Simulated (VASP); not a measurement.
# Rh (I4/mmm) in VASP: further runs, part 3 of 3

VASP 6.6.1.

## Step 4: Single point, LDA (strain +0.025 along x and y, +0.000 along z)

Input file INCAR:

```
ALGO = Fast ; EDIFF = 1E-7
ENCUT = 520 ; ISIF = 2
ISMEAR = 0 ; LASPH = T
LCHARG = F ; LREAL = F
LWAVE = F ; NBANDS = 14
NELM = 100 ; PREC = Accurate
SIGMA = 0.15
```

Input file KPOINTS:

```
k-points
0
Gamma
  22 22 22
```

Input file POSCAR:

```
Rh
1.0
    0.0000000000      1.9490887500      1.9015500000
    1.9490887500      0.0000000000      1.9015500000
    1.9490887500      1.9490887500      0.0000000000
Rh
1
Direct
    0.0000000000      0.0000000000      0.0000000000
```

Potentials or basis: VASP PAW LDA potentials, release 64 (Rh_pv).

Launch:

```console
$ cat potpaw_LDA.64/Rh_pv/POTCAR > POTCAR
$ mpirun -np 1 vasp_std > vasp.out
```

OUTCAR:

```text
EDIFF = 1E-7
   ENCUT = 520
   ISIF = 2
   ISMEAR = 0
   LASPH = T
   LREAL = F
   NELM = 100
   PREC = Accurate

 ion  position               nearest neighbor table
   1  0.000  0.000  0.000-

  LATTYP: Found a body centered tetragonal cell.
 ALAT       =     2.7564277445
 C/A-ratio  =     1.3797205487

  Lattice vectors:

 A1 = (   0.0000000000,  -1.9490887500,  -1.9015500000)
 A2 = (   0.0000000000,   1.9490887500,  -1.9015500000)
 A3 = (   1.9490887500,   0.0000000000,   1.9015500000)

Analysis of symmetry for initial positions (statically):
=====================================================================
 Subroutine PRICEL returns:
 Original cell was already a primitive cell.

 Routine SETGRP: Setting up the symmetry group for a
 body centered tetragonal supercell.

 Subroutine GETGRP returns: Found 16 space group operations
 (whereof 16 operations were pure point group operations)
 out of a pool of 16 trial point group operations.

The static configuration has the point symmetry D_4h.

Analysis of symmetry for dynamics (positions and initial velocities):
=====================================================================
 Subroutine PRICEL returns:
 Original cell was already a primitive cell.

 Routine SETGRP: Setting up the symmetry group for a
 body centered tetragonal supercell.

 Subroutine GETGRP returns: Found 16 space group operations
 (whereof 16 operations were pure point group operations)
 out of a pool of 16 trial point group operations.

The dynamic configuration has the point symmetry D_4h.

 Subroutine INISYM returns: Found 16 space group operations
 (whereof 16 operations are pure point group operations),
 and found     1 'primitive' translations

----------------------------------------------------------------------------------------

                                     Primitive cell

  volume of cell :      14.4478

  direct lattice vectors                    reciprocal lattice vectors
     0.000000000  1.949088750  1.901550000    -0.256530135  0.256530135  0.262943388
     1.949088750  0.000000000  1.901550000     0.256530135 -0.256530135  0.262943388
     1.949088750  1.949088750  0.000000000     0.256530135  0.256530135 -0.262943388

  length of vectors
     2.723020264  2.723020264  2.756427745     0.448056521  0.448056521  0.448056521

  position of ions in fractional coordinates (direct lattice)
     0.000000000  0.000000000  0.000000000

  ion indices of the primitive-cell ions
   primitive index   ion index
                 1           1

----------------------------------------------------------------------------------------

 KPOINTS: k-points

Automatic generation of k-mesh.
 Grid dimensions read from file:
 generate k-points for:   22   22   22

 Generating k-lattice:

  Cartesian coordinates                     Fractional coordinates (reciprocal lattice)
    -0.011660461  0.011660461  0.011951972     0.045454545  0.000000000  0.000000000
     0.011660461 -0.011660461  0.011951972     0.000000000  0.045454545  0.000000000
     0.011660461  0.011660461 -0.011951972    -0.000000000 -0.000000000  0.045454545

  Length of vectors
     0.020366205  0.020366205  0.020366205

  Shift w.r.t. Gamma in fractional coordinates (k-lattice)
     0.000000000  0.000000000  0.000000000

 Subroutine IBZKPT returns following result:
 ===========================================

 Found    834 irreducible k-points:

 Following reciprocal coordinates:
            Coordinates               Weight
  0.000000  0.000000  0.000000      1.000000
  0.045455 -0.000000  0.000000      8.000000
  0.090909 -0.000000  0.000000      8.000000
  0.136364 -0.000000  0.000000      8.000000
  0.181818  0.000000  0.000000      8.000000
  0.227273  0.000000  0.000000      8.000000
[... 16 lines left out ...]
  0.500000  0.045455  0.000000      8.000000
 -0.454545  0.045455  0.000000      8.000000
 [... further k-points ...]
   k-points           NKPTS =    834   k-points in BZ     NKDIM =    834   number of bands    NBANDS=     14
   number of dos      NEDOS =    301   number of ions     NIONS =      1
   total plane-waves  NPLWV =   9600
   dimension x,y,z NGX =    20 NGY =   20 NGZ =   24
   dimension x,y,z NGXF=    40 NGYF=   40 NGZF=   48
   ions per type =               1
   NGX,Y,Z   is equivalent  to a cutoff of  12.21, 12.21, 14.47 a.u.
   NGXF,Y,Z  is equivalent  to a cutoff of  24.42, 24.42, 28.95 a.u.
 SYSTEM =  unknown system
   PREC   = accura    normal or accurate (medium, high low for compatibility)
   ISTART =      0    job   : 0-new  1-cont  2-samecut
   ICHARG =      2    charge: 1-file 2-atom 10-const
   ISPIN  =      1    spin polarized calculation?
   LNONCOLLINEAR =      F non collinear calculations
   LSORBIT =      F    spin-orbit coupling
   LASPH  =      T    aspherical Exc in radial PAW
   ENCUT  =  520.0 eV  38.22 Ry    6.18 a.u.   5.06  5.06  5.13*2*pi/ulx,y,z
   NELM   =    100;   NELMIN=  2; NELMDL= -5     # of ELM steps
   EDIFF  = 0.1E-06   stopping-criterion for ELM
   LREAL  =      F    real-space projection
   EDIFFG = 0.1E-05   stopping-criterion for IOM
   NSW    =      0    number of steps for IOM
   IBRION =     -1    ionic relax: 0-MD 1-quasi-New 2-CG
   NFREE  =      0    steps in history (QN), initial steepest desc. (CG)
   ISIF   =      2    stress and relaxation
   ISYM   =      2    0-nonsym 1-usesym 2-fastsym
   POTIM  = 0.5000    time-step for ionic-motion
   TEBEG  =    0.0;   TEEND  =   0.0 temperature during run
   PSTRESS=    0.0 pullay stress
   NELECT =      15.0000    total number of electrons
   NUPDOWN=      -1.0000    fix difference up-down
   EMIN   =  10.00;   EMAX   =-10.00  energy-range for DOS
   EFERMI =   0.00;   METHOD = LEGACY
   ISMEAR =     0;   SIGMA  =   0.15  broadening in eV -4-tet -1-fermi 0-gaus
   EFERMI_NEDOS =   21; number of points for ismear=-14 and -15
   IALGO  =     68    algorithm
   IMIX   =      4    mixing-type and parameters
     AMIX     =   0.40;   BMIX     =  1.00
     AMIX_MAG =   1.60;   BMIX_MAG =  1.00
  volume/ion in A,a.u.               =      14.45        97.50
  Fermi-wavevector in a.u.,A,eV,Ry     =   1.657696  3.132591 37.388218  2.747956
  Thomas-Fermi vector in A             =   2.745405
   LORBIT       =      0    0 simple, 1 ext, 2 COOP (PROOUT), +10 PAW based schemes
   GGA     = CA    functional components
   LHFCALC =     F    Hartree Fock is set to
   AEXX    =    0.0000 exact exchange contribution
   IVDW    =     0    specifies the selected vdW correction
   LEPSILON=     F    determine dielectric tensor
   LRPA    =     F    only Hartree local field effects (RPA)
 non-spin polarized calculation
 RMM-DIIS sequential band-by-band and
 Gauss-broadening in eV      SIGMA  =   0.15
  energy-cutoff  :      520.00
  volume of cell :       14.45
 maximum number of plane-waves:       399
   NGX = 11   NGY = 11   NGZ = 11

 number of electron      14.9999999 magnetization

 Free energy of the ion-electron system (eV)
  ---------------------------------------------------
  ext. energy  EPLUGINS =         0.00000000
  ---------------------------------------------------
  free energy    TOTEN  =        -8.60059131 eV

  energy without entropy =       -8.58433577  energy(sigma->0) =       -8.59246354

 E-fermi :  10.8062     XC(G=0): -14.0384

 val. band max:       10.8044612597   @ k =   0.3182   0.0000   0.1818
 cond. band min:      10.8068285820   @ k =  -0.2727   0.1364   0.0909
 fundamental gap:      0.0023673224
 Fermi energy:        10.8061877125

 k-point     1 :       0.0000    0.0000    0.0000
  band No.  band energies     occupation
      1     -35.2738      2.00000
      2     -35.2738      2.00000
      3     -35.2610      2.00000
      4       3.1448      2.00000
      5       7.8518      2.00000
      6       7.8518      2.00000
      7       8.0977      2.00000
      8       9.7450      2.00000
      9      10.0422      2.00000
     10      26.8019      0.00000
     11      31.2940      0.00000
     12      31.6824      0.00000
     13      31.6824      0.00000
     14      32.3896      0.00000
[... 375 lines left out ...]
 k-point    24 :      -0.4545    0.0455    0.0000
  band No.  band energies     occupation
      1     -35.8872      2.00000
      2     -35.3728      2.00000
      3     -35.3518      2.00000
      4       5.1121      2.00000
      5       7.8034      2.00000
      6       7.9650      2.00000
      7      10.5628      1.97824
      8      11.3129      0.00000
      9      12.1990      0.00000
     10      19.0928      0.00000
     11      26.4221      0.00000
     12      31.2910      0.00000
     13      31.3823      0.00000
     14      31.3891      0.00000

 [... further k-points ...]
[... 5 lines left out ...]
  --------------------------------------------------------------------------------------
  -------------------------------------------------------------------------------------
  Total       -2.1038408     -2.1038408     -1.6413307      0.0000000      0.0000000      0.0000000
  in kB     -233.3041540   -233.3041540   -182.0143827      0.0000000      0.0000000      0.0000000
  external PRESSURE =    -216.2075636 kB  Pullay stress =       0.0000000 kB

 VOLUME and BASIS-vectors are now :
 -----------------------------------------------------------------------------
  energy-cutoff  :      520.00
  volume of cell :       14.45
      direct lattice vectors                 reciprocal lattice vectors
     0.000000000  1.949088750  1.901550000    -0.256530135  0.256530135  0.262943388
     1.949088750  0.000000000  1.901550000     0.256530135 -0.256530135  0.262943388
     1.949088750  1.949088750  0.000000000     0.256530135  0.256530135 -0.262943388

 POSITION                                       TOTAL-FORCE (eV/Angst)
 -----------------------------------------------------------------------------------
      0.00000      0.00000      0.00000         0.000000      0.000000     -0.000000
 -----------------------------------------------------------------------------------
    total drift:                                0.000000      0.000000      0.000000

  FREE ENERGIE OF THE ION-ELECTRON SYSTEM (eV)
  ---------------------------------------------------
  free  energy   TOTEN  =        -8.6005913081 eV

  energy  without entropy=       -8.5843357669  energy(sigma->0) =       -8.59246354
```

stdout:

```text
POSCAR found type information on POSCAR Rh
 POSCAR found :  1 types and       1 ions
 scaLAPACK will be used
 LDA part: xc-table for (Slater(with rela. corr.)+CA(PZ))
 , standard interpolation
 POSCAR, INCAR and KPOINTS ok, starting setup
 FFT: planning ... GRIDC
 FFT: planning ... GRID_SOFT
 FFT: planning ... GRID
 WAVECAR not read
 entering main loop
WARNING in EDDRMM: call to ZHEGV failed, returncode =   8  4     14
WARNING in EDDRMM: call to ZHEGV failed, returncode =   8  4     14
WARNING in EDDRMM: call to ZHEGV failed, returncode =   8  4     14
WARNING in EDDRMM: call to ZHEGV failed, returncode =   8  4     13
WARNING in EDDRMM: call to ZHEGV failed, returncode =   8  4     13
WARNING in EDDRMM: call to ZHEGV failed, returncode =   8  4     14
WARNING in EDDRMM: call to ZHEGV failed, returncode =   8  4     12
```

It took 2.5 min on 1 thread of Intel Xeon Platinum 8259CL at 2.50GHz (Skylake/Cascade Lake), shared host; peak memory 0.25 GiB.

Results:

```
Free energy : -8.6006 eV
Pressure    : -21.6 GPa
```

Stress tensor (GPa, compression positive):
```
-23.33   0.00   0.00
  0.00 -23.33   0.00
  0.00   0.00 -18.20
```

Caveat: the cell differs from its parent crystal (strain +0.025 along x and y, +0.000 along z).

## Step 5: Single point, LDA (strain +0.025 along x and y, +0.050 along z)

Input file INCAR:

```
  PREC = Accurate
  ENCUT = 520
  EDIFF = 1E-6
  ISMEAR = 0
  SIGMA = 0.15
  LREAL = F
  LASPH = T
  NELM = 80
  ALGO = Fast
  ISIF = 2
  LWAVE = F
  LCHARG = T
  GGA = CA
  LELF = T
  LVHAR = T
  NBANDS = 14
```

Input file KPOINTS:

```
regular mesh
0
Gamma
  22 22 22
```

Input file POSCAR:

```
Rh
1.0
    0.0000000000      1.9490887500      1.9966275000
    1.9490887500      0.0000000000      1.9966275000
    1.9490887500      1.9490887500      0.0000000000
Rh
1
Direct
    0.0000000000      0.0000000000      0.0000000000
```

Launch:

```console
$ cat potpaw_LDA.64/Rh_pv/POTCAR > POTCAR
$ mpirun -np 1 vasp_std > vasp.out
```

Wall time 2.4 min (1 thread of Intel Xeon Platinum 8259CL at 2.50GHz (Skylake/Cascade Lake), shared host); peak memory 0.26 GiB.

Results (log left out):

| Item | Value |
| --- | --- |
| Free energy | -8.4839 eV |
| Pressure | -30.1 GPa |

Stress tensor (GPa, compression positive):
```
-28.58   0.00   0.00
  0.00 -28.58   0.00
  0.00   0.00 -33.02
```

Levels at points of the mesh, in eV from the Fermi level:
```csv
k point,band 4,band 5,band 6,band 7,band 8,band 9,band 10,band 11
"(0.00, 0.00, 0.00)",-7.31,-2.82,-2.58,-2.58,-0.99,-0.71,16.00,20.44
"(0.50, 0.00, 0.00)",-5.38,-2.83,-2.59,0.43,0.54,0.83,7.64,15.45
"(0.50, 0.50, 0.00)",-5.46,-5.14,0.49,0.82,0.82,2.80,10.62,12.93
"(0.50, 0.00, 0.50)",-5.46,-5.15,0.46,0.74,0.94,3.27,11.26,12.41
```

Caveat: the cell differs from its parent crystal (strain +0.025 along x and y, +0.050 along z).

## Step 6: Single point, LDA (strain +0.050 along x and y, +0.025 along z)

Input file INCAR:

```
ALGO     = Fast           # electronic algorithm
EDIFF    = 1E-7           # SCF threshold, eV
ENCUT    = 520            # plane-wave cutoff, eV
ISIF     = 2              # what is computed and relaxed
ISMEAR   = 0              # smearing method
LASPH    = T              # aspherical terms in the spheres
LCHARG   = F              # write CHGCAR
LREAL    = F              # projectors in reciprocal space
LWAVE    = F              # write WAVECAR
NBANDS   = 14             # bands
NELM     = 80             # most SCF steps
PREC     = Accurate       # precision mode
SIGMA    = 0.15           # smearing width, eV
```

Input file KPOINTS:

```
k-points
0
Gamma
  22 22 22
```

Input file POSCAR:

```
Rh
1.0
    0.0000000000      1.9966275000      1.9490887500
    1.9966275000      0.0000000000      1.9490887500
    1.9966275000      1.9966275000      0.0000000000
Rh
1
Direct
    0.0000000000      0.0000000000      0.0000000000
```

Potentials or basis: VASP PAW LDA potentials, release 64 (Rh_pv).

Launch:

```console
$ cat potpaw_LDA.64/Rh_pv/POTCAR > POTCAR
$ mpirun -np 1 vasp_std > vasp.out
```

Run time: 2.5 min. Hardware: 1 thread of Intel Xeon Platinum 8259CL at 2.50GHz (Skylake/Cascade Lake), shared host; peak memory 0.27 GiB.

It converged, with:

```yaml
Free_energy: -8.4113 eV
Pressure: -33.1 GPa
```

Stress tensor (GPa, compression positive):
```
-34.46   0.00   0.00
  0.00 -34.46   0.00
  0.00   0.00 -30.45
```

Levels at points of the mesh, in eV from the Fermi level:
```
           k point  band 4  band 5  band 6  band 7  band 8  band 9  band 10  band 11
(0.00, 0.00, 0.00)   -7.14   -2.64   -2.64   -2.42   -0.95   -0.69    15.99    20.51
(0.50, 0.00, 0.00)   -5.21   -2.72   -2.49    0.41    0.52    0.86     7.42    15.44
(0.50, 0.50, 0.00)   -5.26   -4.97    0.44    0.81    0.81    3.41    11.19    12.22
(0.50, 0.00, 0.50)   -5.26   -4.95    0.46    0.70    0.88    2.94    10.56    12.56
```

Caveat: the cell differs from its parent crystal (strain +0.050 along x and y, +0.025 along z).

## Step 7: Summary

```tsv
cell	further INCAR settings	gap on the mesh (eV)	pressure (GPa)
a = 2.723, b = 2.723, c = 2.689 Å, angles 60.4, 60.4, 59.2°, 1 atom	ALGO = Fast; EDIFF = 1e-06; NBANDS = 14	none	-16.2
a = 2.757, b = 2.757, c = 2.689 Å, angles 60.8, 60.8, 58.4°, 1 atom	ALGO = Fast; EDIFF = 1e-06; NBANDS = 14	none	-21.1
a = 2.723, b = 2.723, c = 2.756 Å, angles 59.6, 59.6, 60.8°, 1 atom	ALGO = Fast; EDIFF = 1e-07; NBANDS = 14	none	-21.6
a = 2.790, b = 2.790, c = 2.756 Å, angles 60.4, 60.4, 59.2°, 1 atom	ALGO = Fast; EDIFF = 1e-06; NBANDS = 14	none	-30.1
a = 2.790, b = 2.790, c = 2.824 Å, angles 59.6, 59.6, 60.8°, 1 atom	ALGO = Fast; EDIFF = 1e-07; NBANDS = 14	none	-33.1
```

Alike in all rows: task single point; level LDA; potentials or basis VASP PAW LDA potentials, release 64 (Rh_pv); no spin polarisation; k mesh 22 × 22 × 22; cutoff (eV) 520; smearing gaussian 0.15 eV.

Total energies depend on the potentials used, so only differences within one code and one set of settings carry meaning.
